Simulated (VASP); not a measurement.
# Co (P6_3/mmc) in VASP: single point with r2SCAN

Aim: the single point of Co with r2SCAN.

All numbers are computed with VASP 6.6.1; they aren't measurements. Logs are shortened: lines on timing, memory, paths and dates and some standing lists are left out, and cuts for length are marked.

## 1. The cell of the first run

It takes space group P6_3/mmc (No. 194, hexagonal). The conventional cell has a = 2.473 Å, b = 2.473 Å, c = 4.017 Å, α = 90.00°, β = 90.00°, γ = 120.00°. Co (site symmetry -6m2) has 12 Co at 2.46 to 2.47 Å within 3.3 Å.

## 2. Single point, r2SCAN, collinear spin, ferromagnetic start

Contents of POSCAR:

```
Co
1.0
    2.4728259672      0.0000000000      0.0000000000
   -1.2364129836      2.1415301067      0.0000000000
    0.0000000000      0.0000000000      4.0165043262
Co
2
Direct
    0.0000000000      0.0000000000      0.0000000000
    0.3333333333      0.6666666667      0.5000000000
```

Contents of INCAR.step1:

```
ALGO     = Normal         # electronic algorithm
EDIFF    = 1E-4           # SCF threshold, eV
ENCUT    = 520            # plane-wave cutoff, eV
GGA      = PE             # functional
ISMEAR   = 0              # smearing method
ISPIN    = 2              # spin polarisation
LASPH    = True           # aspherical terms in the spheres
LCHARG   = False          # write CHGCAR
LMAXMIX  = 4              # l up to which the mixer works
LREAL    = False          # projectors in reciprocal space
LWAVE    = True           # write WAVECAR
MAGMOM   = 2.07 2.07      # initial moments
NBANDS   = 20             # bands
NELM     = 150            # most SCF steps
PREC     = Accurate       # precision mode
SIGMA    = 0.1            # smearing width, eV
```

Contents of INCAR.step2:

```
ALGO     = Normal         # electronic algorithm
EDIFF    = 1E-6           # SCF threshold, eV
ENCUT    = 520            # plane-wave cutoff, eV
ISIF     = 2              # what is computed and relaxed
ISMEAR   = 0              # smearing method
ISPIN    = 2              # spin polarisation
ISTART   = 1            
LASPH    = True           # aspherical terms in the spheres
LCHARG   = True           # write CHGCAR
LELF     = True           # ELF
LMAXMIX  = 4              # l up to which the mixer works
LMIXTAU  = True         
LORBIT   = 11             # projections on sites
LREAL    = False          # projectors in reciprocal space
LVHAR    = True         
LWAVE    = False          # write WAVECAR
MAGMOM   = 2.07 2.07      # initial moments
METAGGA  = R2SCAN         # meta-GGA
NBANDS   = 20             # bands
NELM     = 150            # most SCF steps
PREC     = Accurate       # precision mode
SIGMA    = 0.1            # smearing width, eV
```

Contents of KPOINTS:

```
k-points
0
Gamma
  18 18 10
```

Potentials or basis: VASP PAW PBE potentials, release 64 (Co).

Started as:

```bash
cat potpaw_PBE.64/Co/POTCAR > POTCAR
cp INCAR.step1 INCAR
mpirun -np 1 vasp_std > vasp.out
cp INCAR.step2 INCAR
mpirun -np 1 vasp_std > vasp.out
```

OUTCAR:

```text
EDIFF = 1E-6
   ENCUT = 520
   ISIF = 2
   ISMEAR = 0
   ISPIN = 2
   ISTART = 1
   LASPH = True
   LORBIT = 11
   LREAL = False
   METAGGA = R2SCAN
   NELM = 150
   PREC = Accurate

 ion  position               nearest neighbor table
   1  0.000  0.000  0.000-   2 2.46   2 2.46   2 2.46   2 2.46   2 2.46   2 2.46
   2  0.333  0.667  0.500-   1 2.46   1 2.46   1 2.46   1 2.46   1 2.46   1 2.46

  LATTYP: Found a hexagonal cell.
 ALAT       =     2.4728259672
 C/A-ratio  =     1.6242567732

  Lattice vectors:

 A1 = (   2.4728259672,   0.0000000000,   0.0000000000)
 A2 = (  -1.2364129836,   2.1415301067,   0.0000000000)
 A3 = (   0.0000000000,   0.0000000000,   4.0165043262)

Analysis of symmetry for initial positions (statically):
=====================================================================
 Subroutine PRICEL returns:
 Original cell was already a primitive cell.

 Routine SETGRP: Setting up the symmetry group for a
 hexagonal supercell.

 Subroutine GETGRP returns: Found 24 space group operations
 (whereof 12 operations were pure point group operations)
 out of a pool of 24 trial point group operations.

The static configuration has the point symmetry D_3h.
 The point group associated with its full space group is D_6h.

Analysis of symmetry for dynamics (positions and initial velocities):
=====================================================================
 Subroutine PRICEL returns:
 Original cell was already a primitive cell.

 Routine SETGRP: Setting up the symmetry group for a
 hexagonal supercell.

 Subroutine GETGRP returns: Found 24 space group operations
 (whereof 12 operations were pure point group operations)
 out of a pool of 24 trial point group operations.

The dynamic configuration has the point symmetry D_3h.
 The point group associated with its full space group is D_6h.

Analysis of structural, dynamic, and magnetic symmetry:
=====================================================================
 Subroutine PRICEL returns:
 Original cell was already a primitive cell.

 Routine SETGRP: Setting up the symmetry group for a
 hexagonal supercell.

 Subroutine GETGRP returns: Found 24 space group operations
 (whereof 12 operations were pure point group operations)
 out of a pool of 24 trial point group operations.

The overall configuration has the point symmetry D_3h.
 The point group associated with its full space group is D_6h.

 Subroutine INISYM returns: Found 24 space group operations
 (whereof 12 operations are pure point group operations),
 and found     1 'primitive' translations

----------------------------------------------------------------------------------------

                                     Primitive cell

  volume of cell :      21.2699

  direct lattice vectors                    reciprocal lattice vectors
     2.472825967  0.000000000  0.000000000     0.404395624  0.233477922  0.000000000
    -1.236412984  2.141530107  0.000000000     0.000000000  0.466955845  0.000000000
     0.000000000  0.000000000  4.016504326     0.000000000  0.000000000  0.248972718

  length of vectors
     2.472825967  2.472825967  4.016504326     0.466955845  0.466955845  0.248972718

  position of ions in fractional coordinates (direct lattice)
     0.000000000  0.000000000  0.000000000
     0.333333333  0.666666667  0.500000000

  ion indices of the primitive-cell ions
   primitive index   ion index
                 1           1
                 2           2

----------------------------------------------------------------------------------------

 KPOINTS: k-points

Automatic generation of k-mesh.
 Grid dimensions read from file:
 generate k-points for:   18   18   10

 Generating k-lattice:

  Cartesian coordinates                     Fractional coordinates (reciprocal lattice)
     0.022466424  0.012970996  0.000000000     0.055555556 -0.000000000  0.000000000
     0.000000000  0.025941991  0.000000000     0.000000000  0.055555556  0.000000000
     0.000000000  0.000000000  0.024897272     0.000000000  0.000000000  0.100000000

  Length of vectors
     0.025941991  0.025941991  0.024897272

  Shift w.r.t. Gamma in fractional coordinates (k-lattice)
     0.000000000  0.000000000  0.000000000

 Subroutine IBZKPT returns following result:
 ===========================================

 Found    222 irreducible k-points:

 Following reciprocal coordinates:
            Coordinates               Weight
  0.000000  0.000000  0.000000      1.000000
  0.055556 -0.000000  0.000000      6.000000
  0.111111 -0.000000  0.000000      6.000000
  0.166667 -0.000000  0.000000      6.000000
  0.222222 -0.000000  0.000000      6.000000
  0.277778 -0.000000  0.000000      6.000000
[... 16 lines left out ...]
  0.333333  0.111111  0.000000     12.000000
  0.388889  0.111111  0.000000     12.000000
 [... further k-points ...]
   k-points           NKPTS =    222   k-points in BZ     NKDIM =    222   number of bands    NBANDS=     20
   number of dos      NEDOS =    301   number of ions     NIONS =      2
   total plane-waves  NPLWV =   9720
   dimension x,y,z NGX =    18 NGY =   18 NGZ =   30
   dimension x,y,z NGXF=    36 NGYF=   36 NGZF=   60
   ions per type =               2
   NGX,Y,Z   is equivalent  to a cutoff of  12.10, 12.10, 12.42 a.u.
   NGXF,Y,Z  is equivalent  to a cutoff of  24.20, 24.20, 24.83 a.u.
 SYSTEM =  unknown system
   PREC   = accura    normal or accurate (medium, high low for compatibility)
   ISTART =      1    job   : 0-new  1-cont  2-samecut
   ICHARG =      0    charge: 1-file 2-atom 10-const
   ISPIN  =      2    spin polarized calculation?
   LNONCOLLINEAR =      F non collinear calculations
   LSORBIT =      F    spin-orbit coupling
   LASPH  =      T    aspherical Exc in radial PAW
   ENCUT  =  520.0 eV  38.22 Ry    6.18 a.u.   4.60  4.60  7.47*2*pi/ulx,y,z
   NELM   =    150;   NELMIN=  2; NELMDL=  0     # of ELM steps
   EDIFF  = 0.1E-05   stopping-criterion for ELM
   LREAL  =      F    real-space projection
   EDIFFG = 0.1E-04   stopping-criterion for IOM
   NSW    =      0    number of steps for IOM
   IBRION =     -1    ionic relax: 0-MD 1-quasi-New 2-CG
   NFREE  =      0    steps in history (QN), initial steepest desc. (CG)
   ISIF   =      2    stress and relaxation
   ISYM   =      2    0-nonsym 1-usesym 2-fastsym
   POTIM  = 0.5000    time-step for ionic-motion
   TEBEG  =    0.0;   TEEND  =   0.0 temperature during run
   PSTRESS=    0.0 pullay stress
   NELECT =      18.0000    total number of electrons
   NUPDOWN=      -1.0000    fix difference up-down
   EMIN   =  10.00;   EMAX   =-10.00  energy-range for DOS
   EFERMI =   0.00;   METHOD = LEGACY
   ISMEAR =     0;   SIGMA  =   0.10  broadening in eV -4-tet -1-fermi 0-gaus
   EFERMI_NEDOS =   21; number of points for ismear=-14 and -15
   IALGO  =     38    algorithm
   IMIX   =      4    mixing-type and parameters
     AMIX     =   0.40;   BMIX     =  1.00
     AMIX_MAG =   1.60;   BMIX_MAG =  1.00
  volume/ion in A,a.u.               =      10.63        71.77
  Fermi-wavevector in a.u.,A,eV,Ry     =   1.548497  2.926235 32.624630  2.397843
  Thomas-Fermi vector in A             =   2.653439
   LORBIT       =     11    0 simple, 1 ext, 2 COOP (PROOUT), +10 PAW based schemes
   METAGGA = R2SCAN    functional components
   LHFCALC =     F    Hartree Fock is set to
   AEXX    =    0.0000 exact exchange contribution
   IVDW    =     0    specifies the selected vdW correction
   LEPSILON=     F    determine dielectric tensor
   LRPA    =     F    only Hartree local field effects (RPA)
 spin polarized calculation
 Gauss-broadening in eV      SIGMA  =   0.10
  energy-cutoff  :      520.00
  volume of cell :       21.27
 maximum number of plane-waves:       585
   NGX =  9   NGY =  9   NGZ = 15

 number of electron      17.9999989 magnetization       3.4956623

 Free energy of the ion-electron system (eV)
  ---------------------------------------------------
  ext. energy  EPLUGINS =         0.00000000
  ---------------------------------------------------
  free energy    TOTEN  =       -26.41672386 eV

  energy without entropy =      -26.40841072  energy(sigma->0) =      -26.41256729

 E-fermi :  10.6044     XC(G=0): -14.8142

 val. band max:       10.5980631407   @ k =   0.2778   0.1111   0.5000
 cond. band min:      10.6097782247   @ k =   0.1667   0.1111   0.2000
 fundamental gap:      0.0117150839
 Fermi energy:        10.6044286358

 spin component 1

 k-point     1 :       0.0000    0.0000    0.0000
  band No.  band energies     occupation
      1       1.1415      1.00000
      2       4.7485      1.00000
      3       7.1884      1.00000
      4       7.2291      1.00000
      5       7.2293      1.00000
      6       7.5373      1.00000
[... 12 lines left out ...]
     19      37.5548      0.00000
     20      37.5550      0.00000
[... 507 lines left out ...]
 k-point    24 :       0.3889    0.1111    0.0000
  band No.  band energies     occupation
      1       5.2303      1.00000
      2       5.3688      1.00000
      3       5.4188      1.00000
      4       6.9992      1.00000
      5       7.0901      1.00000
      6       7.3074      1.00000
[... 12 lines left out ...]
     19      34.1474      0.00000
     20      36.4992      0.00000

 [... further k-points ...]

 spin component 2

 k-point     1 :       0.0000    0.0000    0.0000
  band No.  band energies     occupation
      1       0.5610      1.00000
      2       5.9280      1.00000
      3       9.6134      1.00000
      4       9.7055      1.00000
      5       9.7055      1.00000
      6       9.7836      1.00000
[... 12 lines left out ...]
     19      38.2619      0.00000
     20      38.2619      0.00000
[... 507 lines left out ...]
 k-point    24 :       0.3889    0.1111    0.0000
  band No.  band energies     occupation
      1       6.1392      1.00000
      2       7.0076      1.00000
      3       7.1857      1.00000
      4       8.0777      1.00000
      5       9.4059      1.00000
      6       9.5844      1.00000
[... 12 lines left out ...]
     19      34.9178      0.00000
     20      37.3366      0.00000

 [... further k-points ...]
[... 5 lines left out ...]
  --------------------------------------------------------------------------------------
  -------------------------------------------------------------------------------------
  Total       -0.0065972     -0.0065972     -0.0431405      0.0000000      0.0000000     -0.0000000
  in kB       -0.4969409     -0.4969409     -3.2496004      0.0000000      0.0000000     -0.0000000
  external PRESSURE =      -1.4144941 kB  Pullay stress =       0.0000000 kB

 VOLUME and BASIS-vectors are now :
 -----------------------------------------------------------------------------
  energy-cutoff  :      520.00
  volume of cell :       21.27
      direct lattice vectors                 reciprocal lattice vectors
     2.472825967  0.000000000  0.000000000     0.404395624  0.233477922  0.000000000
    -1.236412984  2.141530107  0.000000000     0.000000000  0.466955845  0.000000000
     0.000000000  0.000000000  4.016504326     0.000000000  0.000000000  0.248972718

 POSITION                                       TOTAL-FORCE (eV/Angst)
 -----------------------------------------------------------------------------------
      0.00000      0.00000      0.00000         0.000000      0.000000      0.000000
     -0.00000      1.42769      2.00825        -0.000000     -0.000000      0.000000
 -----------------------------------------------------------------------------------
    total drift:                               -0.000000      0.000000     -0.000000

  FREE ENERGIE OF THE ION-ELECTRON SYSTEM (eV)
  ---------------------------------------------------
  free  energy   TOTEN  =       -26.4167238650 eV

  energy  without entropy=      -26.4084107237  energy(sigma->0) =      -26.41256729

 total charge

# of ion       s       p       d       tot
------------------------------------------
    1        0.519   0.578   7.238   8.335
    2        0.519   0.578   7.238   8.335
--------------------------------------------------
tot          1.038   1.156  14.476  16.670

 magnetization (x)

# of ion       s       p       d       tot
------------------------------------------
    1       -0.012  -0.085   1.905   1.808
    2       -0.012  -0.085   1.905   1.808
--------------------------------------------------
tot         -0.024  -0.169   3.809   3.616
```

It took 14 min on 1 thread of Oxide Virtual Turin-like, shared host; peak memory 0.2 GiB.

Results:

| Property | Result |
| --- | --- |
| Free energy | -26.4167 eV |
| Pressure | -0.1 GPa |
| Net moment | 3.50 μB per cell |
| Site moments | Co +1.81 μB |
| Valence electrons inside the program's atomic spheres | Co 8.34 |

Stress tensor (GPa, compression positive):
```
-0.05  0.00  0.00
 0.00 -0.05  0.00
 0.00  0.00 -0.32
```

Caveat: the PAW data sets were made with another functional, which shifts forces and pressure a little.
